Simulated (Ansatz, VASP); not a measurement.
One calculation of Sn3Te2O, two programs

```
CELL_PARAMETERS angstrom
6.38292 0.00000 0.00000
-3.19146 5.52777 0.00000
0.00000 0.00000 5.55205
ATOMIC_POSITIONS crystal
Sn 0.50000 0.50000 0.50087
Sn 0.50000 0.00000 0.50087
Sn 0.00000 0.50000 0.50087
Te 0.66667 0.33333 0.08589
Te 0.33333 0.66667 0.08589
O 0.00000 0.00000 0.51923
```

Change from the starting cell: species swapped into the ErCo3Ge2 type (P6mm, No. 183).

Alike in both runs: task relaxation of cell and atoms; functional PBE; k mesh 6 × 6 × 8; occupations gaussian, width 0.1 eV; no spin polarisation.

|  | VASP | Ansatz |
| --- | --- | --- |
| version | VASP 6.6.1 | Ansatz 0.2.0 |
| potentials or method | VASP PAW PBE potentials, release 64 (Sn_d, Te, O), cutoff 600 eV | scalar-relativistic, plane waves, PAW |
| valence electrons in the cell | 60 | 80 |

```tsv
	VASP	Ansatz	Ansatz less VASP
gap on the k mesh at the Fermi level, each at its own relaxed structure (eV)	none	none	-
relaxed volume (Å³/atom)	32.21	32.69	+0.479
relaxed cell length with the largest relative difference (Å)	6.352	6.388	+0.0350
```

A gap of «none» marks a metal or a gap that the smearing closes. VASP's potentials hold 60 valence electrons a cell and Ansatz's 80, so a difference there can come from the potentials and not from the codes.

Neither program's run includes spin-orbit coupling.
